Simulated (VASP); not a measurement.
# CaO (rock salt type) in VASP: notebook

CaO (rock salt type) is run at these levels: PBE; tasks: single point.

Program: VASP 6.6.1. These are calculated values, not measurements. Logs are shortened: lines on timing, memory, paths and dates and some standing lists are left out, and cuts for length are marked.

## (1) The cell of the first run

The structure is trigonal, space group R3m (No. 160). The conventional cell has a = 3.415 Å, b = 3.415 Å, c = 8.366 Å, α = 90.00°, β = 90.00°, γ = 120.00°. Ca (site symmetry 3m) has 6 O at 2.38 to 2.45 Å within 3.1 Å. O (site symmetry 3m) has 6 Ca at 2.38 to 2.45 Å within 3.1 Å.

## (2) Single point, PBE

File INCAR:

```
SYSTEM = CaO
PREC = Accurate
ENCUT = 520
EDIFF = 1E-6
ISMEAR = -1
SIGMA = 0.05
LREAL = .False.
LASPH = .True.
NELM = 80
ALGO = Normal
ISIF = 2
LWAVE = .False.
LCHARG = .False.
GGA = PE
NBANDS = 15
```

File KPOINTS:

```
Automatic mesh
0
Gamma
  4 4 4
  0 0 0
```

File POSCAR:

```
CaO
1.0
    0.0000000000      2.4150000000      2.4150000000
    2.4150000000      0.0000000000      2.4150000000
    2.4150000000      2.4150000000      0.0000000000
Ca O
1 1
Direct
    0.0071720530      0.0071720530      0.0071720530
    0.5000000000      0.5000000000      0.5000000000
```

Potentials or basis: VASP PAW PBE potentials, release 64 (Ca_sv, O).

Started as:

```
cat potpaw_PBE.64/Ca_sv/POTCAR potpaw_PBE.64/O/POTCAR > POTCAR
mpirun -np 1 vasp_std > vasp.out
```

OUTCAR:

```text
SYSTEM = CaO
   PREC = Accurate
   ENCUT = 520
   EDIFF = 1E-6
   ISMEAR = -1
   LREAL = .False.
   LASPH = .True.
   NELM = 80
   ISIF = 2
   GGA = PE

 ion  position               nearest neighbor table
   1  0.007  0.007  0.007-   2 2.38   2 2.38   2 2.38   2 2.45   2 2.45   2 2.45
   2  0.500  0.500  0.500-   1 2.38   1 2.38   1 2.38   1 2.45   1 2.45   1 2.45

  LATTYP: Found a face centered cubic cell.
 ALAT       =     4.8300000000

  Lattice vectors:

 A1 = (   0.0000000000,   2.4150000000,   2.4150000000)
 A2 = (   2.4150000000,   0.0000000000,   2.4150000000)
 A3 = (   2.4150000000,   2.4150000000,   0.0000000000)

Analysis of symmetry for initial positions (statically):
=====================================================================
 Subroutine PRICEL returns:
 Original cell was already a primitive cell.

 Routine SETGRP: Setting up the symmetry group for a
 face centered cubic supercell.

 Subroutine GETGRP returns: Found  6 space group operations
 (whereof  6 operations were pure point group operations)
 out of a pool of 48 trial point group operations.

The static configuration has the point symmetry C_3v.

Analysis of symmetry for dynamics (positions and initial velocities):
=====================================================================
 Subroutine PRICEL returns:
 Original cell was already a primitive cell.

 Routine SETGRP: Setting up the symmetry group for a
 face centered cubic supercell.

 Subroutine GETGRP returns: Found  6 space group operations
 (whereof  6 operations were pure point group operations)
 out of a pool of 48 trial point group operations.

The dynamic configuration has the point symmetry C_3v.

 Subroutine INISYM returns: Found  6 space group operations
 (whereof  6 operations are pure point group operations),
 and found     1 'primitive' translations

----------------------------------------------------------------------------------------

                                     Primitive cell

  volume of cell :      28.1696

  direct lattice vectors                    reciprocal lattice vectors
     0.000000000  2.415000000  2.415000000    -0.207039337  0.207039337  0.207039337
     2.415000000  0.000000000  2.415000000     0.207039337 -0.207039337  0.207039337
     2.415000000  2.415000000  0.000000000     0.207039337  0.207039337 -0.207039337

  length of vectors
     3.415325753  3.415325753  3.415325753     0.358602652  0.358602652  0.358602652

  position of ions in fractional coordinates (direct lattice)
     0.007172053  0.007172053  0.007172053
     0.500000000  0.500000000  0.500000000

  ion indices of the primitive-cell ions
   primitive index   ion index
                 1           1
                 2           2

----------------------------------------------------------------------------------------

 KPOINTS: Automatic mesh

Automatic generation of k-mesh.
 Grid dimensions read from file:
 generate k-points for:    4    4    4

 Generating k-lattice:

  Cartesian coordinates                     Fractional coordinates (reciprocal lattice)
    -0.051759834  0.051759834  0.051759834     0.250000000  0.000000000  0.000000000
     0.051759834 -0.051759834  0.051759834     0.000000000  0.250000000  0.000000000
     0.051759834  0.051759834 -0.051759834     0.000000000  0.000000000  0.250000000

  Length of vectors
     0.089650663  0.089650663  0.089650663

  Shift w.r.t. Gamma in fractional coordinates (k-lattice)
     0.000000000  0.000000000  0.000000000

 Subroutine IBZKPT returns following result:
 ===========================================

 Found     13 irreducible k-points:

 Following reciprocal coordinates:
            Coordinates               Weight
  0.000000  0.000000  0.000000      1.000000
  0.250000  0.000000  0.000000      6.000000
  0.250000  0.250000  0.250000      2.000000
  0.500000  0.000000  0.000000      3.000000
  0.500000  0.500000  0.500000      1.000000
  0.250000  0.250000  0.000000      6.000000
  0.500000  0.250000  0.000000     12.000000
  0.250000  0.250000 -0.250000      6.000000
  0.500000  0.250000  0.500000      6.000000
 -0.250000  0.250000  0.000000      6.000000
  0.250000  0.250000  0.500000      6.000000
  0.500000  0.500000  0.000000      3.000000
 -0.250000  0.500000  0.250000      6.000000
   k-points           NKPTS =     13   k-points in BZ     NKDIM =     13   number of bands    NBANDS=     15
   number of dos      NEDOS =    301   number of ions     NIONS =      2
   total plane-waves  NPLWV =  21952
   dimension x,y,z NGX =    28 NGY =   28 NGZ =   28
   dimension x,y,z NGXF=    56 NGYF=   56 NGZF=   56
   ions per type =               1   1
   NGX,Y,Z   is equivalent  to a cutoff of  13.63, 13.63, 13.63 a.u.
   NGXF,Y,Z  is equivalent  to a cutoff of  27.26, 27.26, 27.26 a.u.
 SYSTEM =  CaO
   PREC   = accura    normal or accurate (medium, high low for compatibility)
   ISTART =      0    job   : 0-new  1-cont  2-samecut
   ICHARG =      2    charge: 1-file 2-atom 10-const
   ISPIN  =      1    spin polarized calculation?
   LNONCOLLINEAR =      F non collinear calculations
   LSORBIT =      F    spin-orbit coupling
   LASPH  =      T    aspherical Exc in radial PAW
   ENCUT  =  520.0 eV  38.22 Ry    6.18 a.u.   6.35  6.35  6.35*2*pi/ulx,y,z
   NELM   =     80;   NELMIN=  2; NELMDL= -5     # of ELM steps
   EDIFF  = 0.1E-05   stopping-criterion for ELM
   LREAL  =      F    real-space projection
   EDIFFG = 0.1E-04   stopping-criterion for IOM
   NSW    =      0    number of steps for IOM
   IBRION =     -1    ionic relax: 0-MD 1-quasi-New 2-CG
   NFREE  =      0    steps in history (QN), initial steepest desc. (CG)
   ISIF   =      2    stress and relaxation
   ISYM   =      2    0-nonsym 1-usesym 2-fastsym
   POTIM  = 0.5000    time-step for ionic-motion
   TEBEG  =    0.0;   TEEND  =   0.0 temperature during run
   PSTRESS=    0.0 pullay stress
   NELECT =      16.0000    total number of electrons
   NUPDOWN=      -1.0000    fix difference up-down
   EMIN   =  10.00;   EMAX   =-10.00  energy-range for DOS
   EFERMI =   0.00;   METHOD = LEGACY
   ISMEAR =    -1;   SIGMA  =   0.05  broadening in eV -4-tet -1-fermi 0-gaus
   EFERMI_NEDOS =   21; number of points for ismear=-14 and -15
   IALGO  =     38    algorithm
   IMIX   =      4    mixing-type and parameters
     AMIX     =   0.40;   BMIX     =  1.00
     AMIX_MAG =   1.60;   BMIX_MAG =  1.00
  volume/ion in A,a.u.               =      14.08        95.05
  Fermi-wavevector in a.u.,A,eV,Ry     =   1.355775  2.562044 25.009229  1.838126
  Thomas-Fermi vector in A             =   2.482834
   LORBIT       =      0    0 simple, 1 ext, 2 COOP (PROOUT), +10 PAW based schemes
   GGA     = PE    functional components
   LHFCALC =     F    Hartree Fock is set to
   AEXX    =    0.0000 exact exchange contribution
   IVDW    =     0    specifies the selected vdW correction
   LEPSILON=     F    determine dielectric tensor
   LRPA    =     F    only Hartree local field effects (RPA)
 non-spin polarized calculation
  energy-cutoff  :      520.00
  volume of cell :       28.17
 maximum number of plane-waves:       769
 NGX is ok and might be reduce to    28
   NGX = 13   NGY = 13   NGZ = 13

 number of electron      15.9999998 magnetization

 Free energy of the ion-electron system (eV)
  ---------------------------------------------------
  ext. energy  EPLUGINS =         0.00000000
  ---------------------------------------------------
  free energy    TOTEN  =       -12.79602179 eV

  energy without entropy =      -12.79602179  energy(sigma->0) =      -12.79602179

 E-fermi :   3.3107     XC(G=0): -10.4015

 val. band max:        2.2626497329   @ k =   0.0000   0.0000   0.0000
 cond. band min:       5.9276720190   @ k =   0.5000   0.5000   0.0000
 fundamental gap:      3.6650222861
 Fermi energy:         3.3107120575

 k-point     1 :       0.0000    0.0000    0.0000
  band No.  band energies     occupation
      1     -35.4279      2.00000
      2     -16.2060      2.00000
      3     -16.2022      2.00000
      4     -16.2022      2.00000
      5     -13.2286      2.00000
      6       2.2618      2.00000
      7       2.2626      2.00000
      8       2.2626      2.00000
      9       6.8609      0.00000
     10       8.4627      0.00000
     11       8.4627      0.00000
     12       8.4801      0.00000
     13       9.9492      0.00000
     14       9.9492      0.00000
     15      17.2432      0.00000

 k-point     2 :       0.2500    0.0000    0.0000
  band No.  band energies     occupation
      1     -35.3799      2.00000
      2     -16.7982      2.00000
      3     -16.2298      2.00000
      4     -16.2285      2.00000
      5     -12.5954      2.00000
      6       0.7473      2.00000
      7       1.6240      2.00000
      8       1.6329      2.00000
      9       8.4644      0.00000
     10       8.9952      0.00000
     11       9.3894      0.00000
     12       9.4035      0.00000
     13      11.1734      0.00000
     14      11.1782      0.00000
     15      18.0574      0.00000

 k-point     3 :       0.2500    0.2500    0.2500
  band No.  band energies     occupation
      1     -35.3800      2.00000
      2     -16.7970      2.00000
      3     -16.2283      2.00000
      4     -16.2283      2.00000
      5     -12.5983      2.00000
      6       0.7502      2.00000
      7       1.6204      2.00000
      8       1.6204      2.00000
      9       8.4732      0.00000
     10       9.0166      0.00000
     11       9.4011      0.00000
     12       9.4011      0.00000
     13      11.1673      0.00000
     14      11.1673      0.00000
     15      18.0418      0.00000

 k-point     4 :       0.5000    0.0000    0.0000
  band No.  band energies     occupation
      1     -35.3314      2.00000
      2     -17.2564      2.00000
      3     -16.2554      2.00000
      4     -16.2544      2.00000
      5     -12.0920      2.00000
      6      -0.3317      2.00000
      7       1.0988      2.00000
      8       1.1048      2.00000
      9       9.2458      0.00000
     10      10.4466      0.00000
     11      10.5370      0.00000
     12      10.7359      0.00000
     13      12.5665      0.00000
     14      12.5825      0.00000
     15      16.2662      0.00000
[... 109 lines left out ...]
 k-point    11 :       0.2500    0.2500    0.5000
  band No.  band energies     occupation
      1     -35.3325      2.00000
      2     -16.9710      2.00000
      3     -16.4565      2.00000
      4     -16.2557      2.00000
      5     -12.3655      2.00000
      6       0.2286      2.00000
      7       1.1896      2.00000
      8       1.4325      2.00000
      9       8.7042      0.00000
     10       9.4576      0.00000
     11      10.0490      0.00000
     12      10.5743      0.00000
     13      12.4386      0.00000
     14      13.0592      0.00000
     15      17.3549      0.00000

 k-point    12 :       0.5000    0.5000    0.0000
  band No.  band energies     occupation
      1     -35.3028      2.00000
      2     -16.7776      2.00000
      3     -16.4230      2.00000
      4     -16.4192      2.00000
      5     -12.9853      2.00000
      6       0.9662      2.00000
      7       1.8830      2.00000
      8       1.8921      2.00000
      9       5.9277      0.00000
     10      10.1927      0.00000
     11      11.0837      0.00000
     12      11.7024      0.00000
     13      11.7034      0.00000
     14      13.3799      0.00000
     15      15.4928      0.00000

 k-point    13 :      -0.2500    0.5000    0.2500
  band No.  band energies     occupation
      1     -35.3018      2.00000
      2     -16.6322      2.00000
      3     -16.5995      2.00000
      4     -16.5737      2.00000
      5     -12.6253      2.00000
      6       1.0004      2.00000
      7       1.2141      2.00000
      8       1.2209      2.00000
      9       8.5362      0.00000
     10       8.5384      0.00000
     11      10.5528      0.00000
     12      11.7085      0.00000
     13      12.1402      0.00000
     14      15.8742      0.00000
     15      16.2632      0.00000

------------------------ aborting loop because EDIFF is reached ----------------------------------------

  FORCE on cell =-STRESS in cart. coord.  units (eV):
  Direction    XX          YY          ZZ          XY          YZ          ZX
  --------------------------------------------------------------------------------------
  -------------------------------------------------------------------------------------
  Total        0.1352578      0.1352578      0.1352578     -0.0043072     -0.0043072     -0.0043072
  in kB        7.6929258      7.6929258      7.6929258     -0.2449766     -0.2449766     -0.2449766
  external PRESSURE =       7.6929258 kB  Pullay stress =       0.0000000 kB

 VOLUME and BASIS-vectors are now :
 -----------------------------------------------------------------------------
  energy-cutoff  :      520.00
  volume of cell :       28.17
      direct lattice vectors                 reciprocal lattice vectors
     0.000000000  2.415000000  2.415000000    -0.207039337  0.207039337  0.207039337
     2.415000000  0.000000000  2.415000000     0.207039337 -0.207039337  0.207039337
     2.415000000  2.415000000  0.000000000     0.207039337  0.207039337 -0.207039337

 POSITION                                       TOTAL-FORCE (eV/Angst)
 -----------------------------------------------------------------------------------
      0.03464      0.03464      0.03464        -0.097726     -0.097726     -0.097726
      2.41500      2.41500      2.41500         0.097726      0.097726      0.097726
 -----------------------------------------------------------------------------------
    total drift:                                0.000179      0.000179      0.000179

  FREE ENERGIE OF THE ION-ELECTRON SYSTEM (eV)
  ---------------------------------------------------
  free  energy   TOTEN  =       -12.7960217917 eV

  energy  without entropy=      -12.7960217917  energy(sigma->0) =      -12.79602179
```

Wall time 3.7 s (1 thread of Intel Xeon 6975P-C (Granite Rapids), shared host); peak memory 0.15 GiB.

Results:

- Free energy: -12.7960 eV
- Pressure: 0.8 GPa
- Largest force: 0.169 eV/Å
- Band gap on the k mesh: 3.67 eV (least direct gap 4.04 eV)

Forces in eV/Å, atoms in the order of the input:
```
Ca  -0.098 -0.098 -0.098
O    0.098  0.098  0.098
```

Levels at points of the mesh, in eV from the valence-band top:
```csv
k point,band 6,band 7,band 8,band 9,band 10,band 11
"(0.00, 0.00, 0.00)",0.00,0.00,0.00,4.60,6.20,6.20
"(0.50, 0.00, 0.00)",-2.59,-1.16,-1.16,6.98,8.18,8.27
"(0.50, 0.50, 0.50)",-2.60,-1.17,-1.17,6.99,8.29,8.29
"(0.50, 0.50, 0.00)",-1.30,-0.38,-0.37,3.67,7.93,8.82
```

Caveat: the k points lie up to 0.56 Å⁻¹ apart. A k mesh can miss the band edges.

[end of part 1 of 2]
